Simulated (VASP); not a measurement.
# Y (P6_3/mmc) in VASP: further runs

Runs on Y. Level: PBE. Tasks: single point.

All numbers are computed with VASP 6.6.1; they aren't measurements. Logs are shortened: lines on timing, memory, paths and dates and some standing lists are left out, and cuts for length are marked.

### 1 The cell of the first run

Symmetry: P6_3/mmc, No. 194, hexagonal system. Conventional cell: a = 3.654 Å, b = 3.654 Å, c = 5.699 Å, α = 90.00°, β = 90.00°, γ = 120.00°. Y (site symmetry -6m2) has 12 Y at 3.55 to 3.65 Å within 4.7 Å.

### 2 Single point, PBE

Input file INCAR:

```
ALGO     = Normal         # electronic algorithm
EDIFF    = 1E-6           # SCF threshold, eV
ENCUT    = 520            # plane-wave cutoff, eV
GGA      = PE             # functional
ISIF     = 2              # what is computed and relaxed
ISMEAR   = 0              # smearing method
LASPH    = True           # aspherical terms in the spheres
LCHARG   = False          # write CHGCAR
LREAL    = False          # projectors in reciprocal space
LWAVE    = False          # write WAVECAR
NBANDS   = 18             # bands
NELM     = 100            # most SCF steps
PREC     = Accurate       # precision mode
SIGMA    = 1.0            # smearing width, eV
```

Input file KPOINTS:

```
k-points
0
Gamma
  10 10 6
```

Input file POSCAR:

```
Y
1.0
    3.6535431712      0.0000000000      0.0000000000
   -1.8267715856      3.1640612001      0.0000000000
    0.0000000000      0.0000000000      5.6988610241
Y
2
Direct
    0.3333333333      0.6666666667      0.2500000000
    0.6666666667      0.3333333333      0.7500000000
```

Potentials or basis: VASP PAW PBE potentials, release 64 (Y_sv).

The run is started by

```sh
$ cat potpaw_PBE.64/Y_sv/POTCAR > POTCAR
$ mpirun -np 1 vasp_std > vasp.out
```

OUTCAR:

```text
EDIFF = 1E-6
   ENCUT = 520
   GGA = PE
   ISIF = 2
   ISMEAR = 0
   LASPH = True
   LREAL = False
   NELM = 100
   PREC = Accurate

 ion  position               nearest neighbor table
   1  0.333  0.667  0.250-   2 3.55   2 3.55   2 3.55   2 3.55   2 3.55   2 3.55
   2  0.667  0.333  0.750-   1 3.55   1 3.55   1 3.55   1 3.55   1 3.55   1 3.55

  LATTYP: Found a hexagonal cell.
 ALAT       =     3.6535431712
 C/A-ratio  =     1.5598176228

  Lattice vectors:

 A1 = (   3.6535431712,   0.0000000000,   0.0000000000)
 A2 = (  -1.8267715856,   3.1640612001,   0.0000000000)
 A3 = (   0.0000000000,   0.0000000000,   5.6988610241)

Analysis of symmetry for initial positions (statically):
=====================================================================
 Subroutine PRICEL returns:
 Original cell was already a primitive cell.

 Routine SETGRP: Setting up the symmetry group for a
 hexagonal supercell.

 Subroutine GETGRP returns: Found 24 space group operations
 (whereof 12 operations were pure point group operations)
 out of a pool of 24 trial point group operations.

The static configuration has the point symmetry D_3d.
 The point group associated with its full space group is D_6h.

Analysis of symmetry for dynamics (positions and initial velocities):
=====================================================================
 Subroutine PRICEL returns:
 Original cell was already a primitive cell.

 Routine SETGRP: Setting up the symmetry group for a
 hexagonal supercell.

 Subroutine GETGRP returns: Found 24 space group operations
 (whereof 12 operations were pure point group operations)
 out of a pool of 24 trial point group operations.

The dynamic configuration has the point symmetry D_3d.
 The point group associated with its full space group is D_6h.

 Subroutine INISYM returns: Found 24 space group operations
 (whereof 12 operations are pure point group operations),
 and found     1 'primitive' translations

----------------------------------------------------------------------------------------

                                     Primitive cell

  volume of cell :      65.8790

  direct lattice vectors                    reciprocal lattice vectors
     3.653543171  0.000000000  0.000000000     0.273706907  0.158024756  0.000000000
    -1.826771586  3.164061200  0.000000000     0.000000000  0.316049513  0.000000000
     0.000000000  0.000000000  5.698861024     0.000000000  0.000000000  0.175473660

  length of vectors
     3.653543171  3.653543171  5.698861024     0.316049513  0.316049513  0.175473660

  position of ions in fractional coordinates (direct lattice)
     0.333333333  0.666666667  0.250000000
     0.666666667  0.333333333  0.750000000

  ion indices of the primitive-cell ions
   primitive index   ion index
                 1           1
                 2           2

----------------------------------------------------------------------------------------

 KPOINTS: k-points

Automatic generation of k-mesh.
 Grid dimensions read from file:
 generate k-points for:   10   10    6

 Generating k-lattice:

  Cartesian coordinates                     Fractional coordinates (reciprocal lattice)
     0.027370691  0.015802476  0.000000000     0.100000000  0.000000000  0.000000000
     0.000000000  0.031604951  0.000000000     0.000000000  0.100000000  0.000000000
     0.000000000  0.000000000  0.029245610     0.000000000  0.000000000  0.166666667

  Length of vectors
     0.031604951  0.031604951  0.029245610

  Shift w.r.t. Gamma in fractional coordinates (k-lattice)
     0.000000000  0.000000000  0.000000000

 Subroutine IBZKPT returns following result:
 ===========================================

 Found     56 irreducible k-points:

 Following reciprocal coordinates:
            Coordinates               Weight
  0.000000  0.000000  0.000000      1.000000
  0.100000  0.000000  0.000000      6.000000
  0.200000  0.000000  0.000000      6.000000
  0.300000 -0.000000  0.000000      6.000000
  0.400000 -0.000000  0.000000      6.000000
  0.500000  0.000000  0.000000      3.000000
[... 16 lines left out ...]
  0.300000  0.100000  0.166667     24.000000
  0.400000  0.100000  0.166667     24.000000
 [... further k-points ...]
   k-points           NKPTS =     56   k-points in BZ     NKDIM =     56   number of bands    NBANDS=     18
   number of dos      NEDOS =    301   number of ions     NIONS =      2
   total plane-waves  NPLWV =  32928
   dimension x,y,z NGX =    28 NGY =   28 NGZ =   42
   dimension x,y,z NGXF=    56 NGYF=   56 NGZF=   84
   ions per type =               2
   NGX,Y,Z   is equivalent  to a cutoff of  12.74, 12.74, 12.25 a.u.
   NGXF,Y,Z  is equivalent  to a cutoff of  25.48, 25.48, 24.50 a.u.
 SYSTEM =  unknown system
   PREC   = accura    normal or accurate (medium, high low for compatibility)
   ISTART =      0    job   : 0-new  1-cont  2-samecut
   ICHARG =      2    charge: 1-file 2-atom 10-const
   ISPIN  =      1    spin polarized calculation?
   LNONCOLLINEAR =      F non collinear calculations
   LSORBIT =      F    spin-orbit coupling
   LASPH  =      T    aspherical Exc in radial PAW
   ENCUT  =  520.0 eV  38.22 Ry    6.18 a.u.   6.79  6.79 10.60*2*pi/ulx,y,z
   NELM   =    100;   NELMIN=  2; NELMDL= -5     # of ELM steps
   EDIFF  = 0.1E-05   stopping-criterion for ELM
   LREAL  =      F    real-space projection
   EDIFFG = 0.1E-04   stopping-criterion for IOM
   NSW    =      0    number of steps for IOM
   IBRION =     -1    ionic relax: 0-MD 1-quasi-New 2-CG
   NFREE  =      0    steps in history (QN), initial steepest desc. (CG)
   ISIF   =      2    stress and relaxation
   ISYM   =      2    0-nonsym 1-usesym 2-fastsym
   POTIM  = 0.5000    time-step for ionic-motion
   TEBEG  =    0.0;   TEEND  =   0.0 temperature during run
   PSTRESS=    0.0 pullay stress
   NELECT =      22.0000    total number of electrons
   NUPDOWN=      -1.0000    fix difference up-down
   EMIN   =  10.00;   EMAX   =-10.00  energy-range for DOS
   EFERMI =   0.00;   METHOD = LEGACY
   ISMEAR =     0;   SIGMA  =   1.00  broadening in eV -4-tet -1-fermi 0-gaus
   EFERMI_NEDOS =   21; number of points for ismear=-14 and -15
   IALGO  =     38    algorithm
   IMIX   =      4    mixing-type and parameters
     AMIX     =   0.40;   BMIX     =  1.00
     AMIX_MAG =   1.60;   BMIX_MAG =  1.00
  volume/ion in A,a.u.               =      32.94       222.29
  Fermi-wavevector in a.u.,A,eV,Ry     =   1.135795  2.146342 17.551931  1.290031
  Thomas-Fermi vector in A             =   2.272500
   LORBIT       =      0    0 simple, 1 ext, 2 COOP (PROOUT), +10 PAW based schemes
   GGA     = PE    functional components
   LHFCALC =     F    Hartree Fock is set to
   AEXX    =    0.0000 exact exchange contribution
   IVDW    =     0    specifies the selected vdW correction
   LEPSILON=     F    determine dielectric tensor
   LRPA    =     F    only Hartree local field effects (RPA)
 non-spin polarized calculation
 Gauss-broadening in eV      SIGMA  =   1.00
  energy-cutoff  :      520.00
  volume of cell :       65.88
 maximum number of plane-waves:      1784
 NGX is ok and might be reduce to    28
   NGX = 13   NGY = 13   NGZ = 21

 number of electron      22.0000000 magnetization

 Free energy of the ion-electron system (eV)
  ---------------------------------------------------
  ext. energy  EPLUGINS =         0.00000000
  ---------------------------------------------------
  free energy    TOTEN  =       -13.65113626 eV

  energy without entropy =      -12.20058343  energy(sigma->0) =      -12.92585985

 E-fermi :   3.0055     XC(G=0):  -9.4095

 val. band max:        3.0025379895   @ k =   0.4000  -0.0000   0.1667
 cond. band min:       3.0441810432   @ k =   0.2000   0.0000   0.1667
 fundamental gap:      0.0416430537
 Fermi energy:         3.0055282123

 k-point     1 :       0.0000    0.0000    0.0000
  band No.  band energies     occupation
      1     -39.6508      2.00000
      2     -39.5765      2.00000
      3     -19.9398      2.00000
      4     -19.4589      2.00000
      5     -19.4589      2.00000
      6     -19.3675      2.00000
[... 10 lines left out ...]
     17       5.7605      0.00010
     18       5.7605      0.00010

 k-point     2 :       0.1000    0.0000    0.0000
  band No.  band energies     occupation
      1     -39.6460      2.00000
      2     -39.5749      2.00000
      3     -19.9222      2.00000
      4     -19.4936      2.00000
      5     -19.4709      2.00000
      6     -19.4040      2.00000
[... 10 lines left out ...]
     17       5.5510      0.00032
     18       5.5669      0.00029

 k-point     3 :       0.2000    0.0000    0.0000
  band No.  band energies     occupation
      1     -39.6329      2.00000
      2     -39.5711      2.00000
      3     -19.8729      2.00000
      4     -19.5847      2.00000
      5     -19.5009      2.00000
      6     -19.4965      2.00000
[... 10 lines left out ...]
     17       5.9283      0.00004
     18       6.0790      0.00001

 k-point     4 :       0.3000   -0.0000    0.0000
  band No.  band energies     occupation
      1     -39.6156      2.00000
      2     -39.5676      2.00000
      3     -19.8020      2.00000
      4     -19.6980      2.00000
      5     -19.6051      2.00000
      6     -19.5361      2.00000
[... 10 lines left out ...]
     17       6.6113      0.00000
     18       6.8688      0.00000

 k-point     5 :       0.4000   -0.0000    0.0000
  band No.  band energies     occupation
      1     -39.5995      2.00000
      2     -39.5668      2.00000
      3     -19.7898      2.00000
      4     -19.7278      2.00000
      5     -19.6892      2.00000
      6     -19.5635      2.00000
[... 10 lines left out ...]
     17       7.5568      0.00000
     18       7.7365      0.00000

 k-point     6 :       0.5000    0.0000    0.0000
  band No.  band energies     occupation
      1     -39.5921      2.00000
      2     -39.5677      2.00000
      3     -19.8247      2.00000
      4     -19.7206      2.00000
      5     -19.6894      2.00000
      6     -19.5738      2.00000
[... 10 lines left out ...]
     17       8.3578      0.00000
     18       8.5080      0.00000

 k-point     7 :       0.1000    0.1000    0.0000
  band No.  band energies     occupation
      1     -39.6370      2.00000
      2     -39.5722      2.00000
      3     -19.8887      2.00000
      4     -19.5474      2.00000
      5     -19.5130      2.00000
      6     -19.4503      2.00000
[... 10 lines left out ...]
     17       5.6668      0.00017
     18       5.9950      0.00002

 k-point     8 :       0.2000    0.1000    0.0000
  band No.  band energies     occupation
      1     -39.6218      2.00000
      2     -39.5686      2.00000
      3     -19.8282      2.00000
      4     -19.6407      2.00000
      5     -19.5913      2.00000
      6     -19.5057      2.00000
[... 10 lines left out ...]
     17       6.1580      0.00001
     18       6.7453      0.00000
[... 229 lines left out ...]
     17       7.5182      0.00000
     18       7.5674      0.00000

 k-point    20 :       0.5000    0.0000    0.1667
  band No.  band energies     occupation
      1     -39.5905      2.00000
      2     -39.5694      2.00000
      3     -19.8574      2.00000
      4     -19.7577      2.00000
      5     -19.6358      2.00000
      6     -19.5638      2.00000
[... 10 lines left out ...]
     17       8.0948      0.00000
     18       8.3422      0.00000

 k-point    21 :       0.1000    0.1000    0.1667
  band No.  band energies     occupation
      1     -39.6327      2.00000
      2     -39.5766      2.00000
      3     -19.8617      2.00000
      4     -19.5353      2.00000
      5     -19.5171      2.00000
      6     -19.4697      2.00000
[... 10 lines left out ...]
     17       5.8579      0.00005
     18       6.1866      0.00001

 k-point    22 :       0.2000    0.1000    0.1667
  band No.  band energies     occupation
      1     -39.6182      2.00000
      2     -39.5722      2.00000
      3     -19.8220      2.00000
      4     -19.6260      2.00000
      5     -19.5961      2.00000
      6     -19.5141      2.00000
[... 10 lines left out ...]
     17       6.3263      0.00000
     18       6.7536      0.00000

 k-point    23 :       0.3000    0.1000    0.1667
  band No.  band energies     occupation
      1     -39.6023      2.00000
      2     -39.5693      2.00000
      3     -19.8080      2.00000
      4     -19.7078      2.00000
      5     -19.6451      2.00000
      6     -19.5555      2.00000
[... 10 lines left out ...]
     17       7.2374      0.00000
     18       7.4421      0.00000

 k-point    24 :       0.4000    0.1000    0.1667
  band No.  band energies     occupation
      1     -39.5905      2.00000
      2     -39.5693      2.00000
      3     -19.8388      2.00000
      4     -19.7444      2.00000
      5     -19.6428      2.00000
      6     -19.5713      2.00000
[... 10 lines left out ...]
     17       7.7846      0.00000
     18       8.0268      0.00000

 [... further k-points ...]

------------------------ aborting loop because EDIFF is reached ----------------------------------------

  FORCE on cell =-STRESS in cart. coord.  units (eV):
  Direction    XX          YY          ZZ          XY          YZ          ZX
  --------------------------------------------------------------------------------------
  -------------------------------------------------------------------------------------
  Total        0.2905599      0.2905599      0.8826507     -0.0000000      0.0000000      0.0000000
  in kB        7.0664146      7.0664146     21.4660567     -0.0000000      0.0000000      0.0000000
  external PRESSURE =      11.8662953 kB  Pullay stress =       0.0000000 kB

 VOLUME and BASIS-vectors are now :
 -----------------------------------------------------------------------------
  energy-cutoff  :      520.00
  volume of cell :       65.88
      direct lattice vectors                 reciprocal lattice vectors
     3.653543171  0.000000000  0.000000000     0.273706907  0.158024756  0.000000000
    -1.826771586  3.164061200  0.000000000     0.000000000  0.316049513  0.000000000
     0.000000000  0.000000000  5.698861024     0.000000000  0.000000000  0.175473660

 POSITION                                       TOTAL-FORCE (eV/Angst)
 -----------------------------------------------------------------------------------
     -0.00000      2.10937      1.42472         0.000000     -0.000000      0.000000
      1.82677      1.05469      4.27415         0.000000      0.000000      0.000000
 -----------------------------------------------------------------------------------
    total drift:                               -0.000000      0.000000     -0.000000

  FREE ENERGIE OF THE ION-ELECTRON SYSTEM (eV)
  ---------------------------------------------------
  free  energy   TOTEN  =       -13.6511362595 eV

  energy  without entropy=      -12.2005834319  energy(sigma->0) =      -12.92585985
```

It took 1.9 min on 1 thread of Intel Xeon 8259CL, shared host; peak memory 0.22 GiB.

What came out:

```yaml
Free_energy: -13.6511 eV
Pressure: 1.2 GPa
Band_gap_on_the_k_mesh: zero (bands 11 and 12 overlap by 1.46 eV)
```

Levels at points of the mesh, in eV from the Fermi level:
```tsv
k point	band 9	band 10	band 11	band 12	band 13	band 14
(0.00, 0.00, 0.00)	-4.70	-1.85	0.90	1.75	1.75	2.09
(0.50, 0.00, 0.00)	-1.68	-1.18	-0.81	-0.13	1.41	1.44
(0.00, 0.00, 0.50)	-3.25	-3.25	0.97	0.97	1.66	1.66
(0.50, 0.00, 0.50)	-1.65	-1.65	0.08	0.08	1.36	1.36
```

Caveat: so wide a smearing shifts energies and pressures.

(Continued in part 2 of 2.)

The gap in the log of VASP goes by the Fermi energy; the results here count the filled bands.